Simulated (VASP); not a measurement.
# GaN (Fm-3m) in VASP: single point with r2SCAN

Aim: the single point of GaN with r2SCAN.

All numbers are computed with VASP 6.6.1; they aren't measurements. Logs are shortened: lines on timing, memory, paths and dates and some standing lists are left out, and cuts for length are marked.

## 1. The cell of the first run

It takes space group Fm-3m (No. 225, cubic). The conventional cell has a = 4.217 Å, b = 4.217 Å, c = 4.217 Å, α = 90.00°, β = 90.00°, γ = 90.00°. Ga (site symmetry m-3m) has 6 N at 2.11 Å within 2.8 Å. Within 2.8 Å of N (site symmetry m-3m) lie 6 Ga at 2.11 Å.

## 2. Single point, r2SCAN

POSCAR

```
GaN
1.0
    0.0000000000      2.1085153661      2.1085153661
    2.1085153661      0.0000000000      2.1085153661
    2.1085153661      2.1085153661      0.0000000000
Ga N
1 1
Direct
    0.5000000000      0.5000000000      0.5000000000
    0.0000000000      0.0000000000      0.0000000000
```

INCAR.step1

```
SYSTEM = GaN
PREC = Accurate
ENCUT = 910
ISMEAR = 0
SIGMA = 0.01
LREAL = .FALSE.
LASPH = .TRUE.
NELM = 120
NBANDS = 16
GGA = PE
ALGO = Normal
EDIFF = 1E-5
LWAVE = .TRUE.
LCHARG = .FALSE.
GGA_COMPAT = .FALSE.
```

INCAR.step2

```
SYSTEM = GaN
PREC = Accurate
ENCUT = 910
EDIFF = 1E-6
ISMEAR = 0
SIGMA = 0.01
LREAL = .FALSE.
LASPH = .TRUE.
NELM = 120
ALGO = Normal
ISIF = 2
LWAVE = .FALSE.
LCHARG = .TRUE.
METAGGA = R2SCAN
LMIXTAU = .TRUE.
LELF = .TRUE.
LVHAR = .TRUE.
NBANDS = 16
ISTART = 1
GGA_COMPAT = .FALSE.
```

KPOINTS

```
regular mesh
0
G
  10 10 10
  0 0 0
```

Potentials or basis: VASP PAW PBE potentials, release 64 (Ga_d, N_h).

Launch:

```bash
> cat potpaw_PBE.64/Ga_d/POTCAR potpaw_PBE.64/N_h/POTCAR > POTCAR
> cp INCAR.step1 INCAR
> mpirun -np 1 vasp_std > vasp.out
> cp INCAR.step2 INCAR
> mpirun -np 1 vasp_std > vasp.out
```

OUTCAR:

```text
SYSTEM = GaN
   PREC = Accurate
   ENCUT = 910
   EDIFF = 1E-6
   ISMEAR = 0
   LREAL = .FALSE.
   LASPH = .TRUE.
   NELM = 120
   ISIF = 2
   METAGGA = R2SCAN
   ISTART = 1

 ion  position               nearest neighbor table
   1  0.500  0.500  0.500-   2 2.11   2 2.11   2 2.11   2 2.11   2 2.11   2 2.11
   2  0.000  0.000  0.000-   1 2.11   1 2.11   1 2.11   1 2.11   1 2.11   1 2.11

  LATTYP: Found a face centered cubic cell.
 ALAT       =     4.2170307322

  Lattice vectors:

 A1 = (   0.0000000000,   2.1085153661,   2.1085153661)
 A2 = (   2.1085153661,   0.0000000000,   2.1085153661)
 A3 = (   2.1085153661,   2.1085153661,   0.0000000000)

Analysis of symmetry for initial positions (statically):
=====================================================================
 Subroutine PRICEL returns:
 Original cell was already a primitive cell.

 Routine SETGRP: Setting up the symmetry group for a
 face centered cubic supercell.

 Subroutine GETGRP returns: Found 48 space group operations
 (whereof 48 operations were pure point group operations)
 out of a pool of 48 trial point group operations.

The static configuration has the point symmetry O_h .

Analysis of symmetry for dynamics (positions and initial velocities):
=====================================================================
 Subroutine PRICEL returns:
 Original cell was already a primitive cell.

 Routine SETGRP: Setting up the symmetry group for a
 face centered cubic supercell.

 Subroutine GETGRP returns: Found 48 space group operations
 (whereof 48 operations were pure point group operations)
 out of a pool of 48 trial point group operations.

The dynamic configuration has the point symmetry O_h .

 Subroutine INISYM returns: Found 48 space group operations
 (whereof 48 operations are pure point group operations),
 and found     1 'primitive' translations

----------------------------------------------------------------------------------------

                                     Primitive cell

  volume of cell :      18.7482

  direct lattice vectors                    reciprocal lattice vectors
     0.000000000  2.108515366  2.108515366    -0.237133676  0.237133676  0.237133676
     2.108515366  0.000000000  2.108515366     0.237133676 -0.237133676  0.237133676
     2.108515366  2.108515366  0.000000000     0.237133676  0.237133676 -0.237133676

  length of vectors
     2.981891027  2.981891027  2.981891027     0.410727575  0.410727575  0.410727575

  position of ions in fractional coordinates (direct lattice)
     0.500000000  0.500000000  0.500000000
     0.000000000  0.000000000  0.000000000

  ion indices of the primitive-cell ions
   primitive index   ion index
                 1           1
                 2           2

----------------------------------------------------------------------------------------

 KPOINTS: regular mesh

Automatic generation of k-mesh.
 Grid dimensions read from file:
 generate k-points for:   10   10   10

 Generating k-lattice:

  Cartesian coordinates                     Fractional coordinates (reciprocal lattice)
    -0.023713368  0.023713368  0.023713368     0.100000000  0.000000000  0.000000000
     0.023713368 -0.023713368  0.023713368     0.000000000  0.100000000  0.000000000
     0.023713368  0.023713368 -0.023713368     0.000000000  0.000000000  0.100000000

  Length of vectors
     0.041072758  0.041072758  0.041072758

  Shift w.r.t. Gamma in fractional coordinates (k-lattice)
     0.000000000  0.000000000  0.000000000

 Subroutine IBZKPT returns following result:
 ===========================================

 Found     47 irreducible k-points:

 Following reciprocal coordinates:
            Coordinates               Weight
  0.000000  0.000000  0.000000      1.000000
  0.100000  0.000000  0.000000      8.000000
  0.200000  0.000000  0.000000      8.000000
  0.300000  0.000000  0.000000      8.000000
  0.400000  0.000000  0.000000      8.000000
  0.500000  0.000000  0.000000      4.000000
[... 16 lines left out ...]
  0.300000  0.300000  0.000000      6.000000
  0.400000  0.300000  0.000000     24.000000
 [... further k-points ...]
   k-points           NKPTS =     47   k-points in BZ     NKDIM =     47   number of bands    NBANDS=     16
   number of dos      NEDOS =    301   number of ions     NIONS =      2
   total plane-waves  NPLWV =  27000
   dimension x,y,z NGX =    30 NGY =   30 NGZ =   30
   dimension x,y,z NGXF=    60 NGYF=   60 NGZF=   60
   ions per type =               1   1
   NGX,Y,Z   is equivalent  to a cutoff of  16.73, 16.73, 16.73 a.u.
   NGXF,Y,Z  is equivalent  to a cutoff of  33.45, 33.45, 33.45 a.u.
 SYSTEM =  GaN
   PREC   = accura    normal or accurate (medium, high low for compatibility)
   ISTART =      1    job   : 0-new  1-cont  2-samecut
   ICHARG =      0    charge: 1-file 2-atom 10-const
   ISPIN  =      1    spin polarized calculation?
   LNONCOLLINEAR =      F non collinear calculations
   LSORBIT =      F    spin-orbit coupling
   LASPH  =      T    aspherical Exc in radial PAW
   ENCUT  =  910.0 eV  66.88 Ry    8.18 a.u.   7.33  7.33  7.33*2*pi/ulx,y,z
   NELM   =    120;   NELMIN=  2; NELMDL=  0     # of ELM steps
   EDIFF  = 0.1E-05   stopping-criterion for ELM
   LREAL  =      F    real-space projection
   EDIFFG = 0.1E-04   stopping-criterion for IOM
   NSW    =      0    number of steps for IOM
   IBRION =     -1    ionic relax: 0-MD 1-quasi-New 2-CG
   NFREE  =      0    steps in history (QN), initial steepest desc. (CG)
   ISIF   =      2    stress and relaxation
   ISYM   =      2    0-nonsym 1-usesym 2-fastsym
   POTIM  = 0.5000    time-step for ionic-motion
   TEBEG  =    0.0;   TEEND  =   0.0 temperature during run
   PSTRESS=    0.0 pullay stress
   NELECT =      18.0000    total number of electrons
   NUPDOWN=      -1.0000    fix difference up-down
   EMIN   =  10.00;   EMAX   =-10.00  energy-range for DOS
   EFERMI =   0.00;   METHOD = LEGACY
   ISMEAR =     0;   SIGMA  =   0.01  broadening in eV -4-tet -1-fermi 0-gaus
   EFERMI_NEDOS =   21; number of points for ismear=-14 and -15
   IALGO  =     38    algorithm
   IMIX   =      4    mixing-type and parameters
     AMIX     =   0.40;   BMIX     =  1.00
     AMIX_MAG =   1.60;   BMIX_MAG =  1.00
  volume/ion in A,a.u.               =       9.37        63.26
  Fermi-wavevector in a.u.,A,eV,Ry     =   1.615024  3.051952 35.488097  2.608302
  Thomas-Fermi vector in A             =   2.709838
   LORBIT       =      0    0 simple, 1 ext, 2 COOP (PROOUT), +10 PAW based schemes
   METAGGA = R2SCAN    functional components
   LHFCALC =     F    Hartree Fock is set to
   AEXX    =    0.0000 exact exchange contribution
   IVDW    =     0    specifies the selected vdW correction
   LEPSILON=     F    determine dielectric tensor
   LRPA    =     F    only Hartree local field effects (RPA)
 non-spin polarized calculation
 Gauss-broadening in eV      SIGMA  =   0.01
  energy-cutoff  :      910.00
  volume of cell :       18.75
 maximum number of plane-waves:      1211
 NGX is ok and might be reduce to    30
   NGX = 15   NGY = 15   NGZ = 15

 number of electron      18.0000002 magnetization

 Free energy of the ion-electron system (eV)
  ---------------------------------------------------
  ext. energy  EPLUGINS =         0.00000000
  ---------------------------------------------------
  free energy    TOTEN  =       -20.97554635 eV

  energy without entropy =      -20.97554635  energy(sigma->0) =      -20.97554635

 E-fermi :   8.1944     XC(G=0): -14.2095

 val. band max:        8.0796772680   @ k =  -0.2000   0.2000   0.0000
 cond. band min:       9.2591918109   @ k =   0.5000   0.5000   0.0000
 fundamental gap:      1.1795145429
 Fermi energy:         8.1943633674

 k-point     1 :       0.0000    0.0000    0.0000
  band No.  band energies     occupation
      1     -10.0294      2.00000
      2      -6.2771      2.00000
      3      -6.2771      2.00000
      4      -6.2771      2.00000
      5      -6.2076      2.00000
      6      -6.2076      2.00000
[... 8 lines left out ...]
     15      25.1328      0.00000
     16      25.1328      0.00000

 k-point     2 :       0.1000    0.0000    0.0000
  band No.  band energies     occupation
      1      -9.8322      2.00000
      2      -6.2849      2.00000
      3      -6.2700      2.00000
      4      -6.2700      2.00000
      5      -6.2195      2.00000
      6      -6.2195      2.00000
[... 8 lines left out ...]
     15      25.0153      0.00000
     16      25.0205      0.00000

 k-point     3 :       0.2000    0.0000    0.0000
  band No.  band energies     occupation
      1      -9.2620      2.00000
      2      -6.3119      2.00000
      3      -6.3119      2.00000
      4      -6.3065      2.00000
      5      -6.1893      2.00000
      6      -6.1893      2.00000
[... 8 lines left out ...]
     15      26.0339      0.00000
     16      26.0339      0.00000

 k-point     4 :       0.3000    0.0000    0.0000
  band No.  band energies     occupation
      1      -8.4000      2.00000
      2      -6.3868      2.00000
      3      -6.3868      2.00000
      4      -6.3399      2.00000
      5      -6.1275      2.00000
      6      -6.1275      2.00000
[... 8 lines left out ...]
     15      27.9223      0.00000
     16      27.9223      0.00000
[... 324 lines left out ...]
 k-point    22 :      -0.2000    0.2000    0.0000
  band No.  band energies     occupation
      1      -8.2782      2.00000
      2      -6.3865      2.00000
      3      -6.3668      2.00000
      4      -6.3132      2.00000
      5      -6.1700      2.00000
      6      -5.9249      2.00000
[... 8 lines left out ...]
     15      28.2001      0.00000
     16      30.2930      0.00000

 k-point    23 :       0.3000    0.3000    0.0000
  band No.  band energies     occupation
      1      -8.4970      2.00000
      2      -6.3924      2.00000
      3      -6.1351      2.00000
      4      -6.1100      2.00000
      5      -6.1100      2.00000
      6      -5.7667      2.00000
[... 8 lines left out ...]
     15      33.0594      0.00000
     16      35.0689      0.00000

 k-point    24 :       0.4000    0.3000    0.0000
  band No.  band energies     occupation
      1      -8.2966      2.00000
      2      -6.4060      2.00000
      3      -6.1661      2.00000
      4      -6.0968      2.00000
      5      -6.0487      2.00000
      6      -5.1442      2.00000
[... 8 lines left out ...]
     15      33.9813      0.00000
     16      35.6365      0.00000

 [... further k-points ...]
[... 5 lines left out ...]
  --------------------------------------------------------------------------------------
  -------------------------------------------------------------------------------------
  Total        0.1184626      0.1184626      0.1184626      0.0000000     -0.0000000      0.0000000
  in kB       10.1235206     10.1235206     10.1235206      0.0000000     -0.0000000      0.0000000
  external PRESSURE =      10.1235206 kB  Pullay stress =       0.0000000 kB

 VOLUME and BASIS-vectors are now :
 -----------------------------------------------------------------------------
  energy-cutoff  :      910.00
  volume of cell :       18.75
      direct lattice vectors                 reciprocal lattice vectors
     0.000000000  2.108515366  2.108515366    -0.237133676  0.237133676  0.237133676
     2.108515366  0.000000000  2.108515366     0.237133676 -0.237133676  0.237133676
     2.108515366  2.108515366  0.000000000     0.237133676  0.237133676 -0.237133676

 POSITION                                       TOTAL-FORCE (eV/Angst)
 -----------------------------------------------------------------------------------
      2.10852      2.10852      2.10852        -0.000000     -0.000000      0.000000
      0.00000      0.00000      0.00000         0.000000      0.000000     -0.000000
 -----------------------------------------------------------------------------------
    total drift:                                0.000000     -0.000000      0.000000

  FREE ENERGIE OF THE ION-ELECTRON SYSTEM (eV)
  ---------------------------------------------------
  free  energy   TOTEN  =       -20.9755463515 eV

  energy  without entropy=      -20.9755463515  energy(sigma->0) =      -20.97554635
```

It took 2.6 min on 1 thread of Intel Xeon Platinum 8375C at 2.90GHz (Ice Lake), shared host; peak memory 0.19 GiB.

Results:

```yaml
Free_energy: -20.9755 eV
Pressure: 1.0 GPa
Band_gap_on_the_k_mesh: 1.18 eV, indirect (least direct gap 3.40 eV)
```

Caveat: the cutoff is under 1.25 times the usual one of these potentials, so pressure, stress and relaxed cells hold a basis-set (Pulay) error; the PAW data sets were made with another functional, which shifts forces and pressure a little.
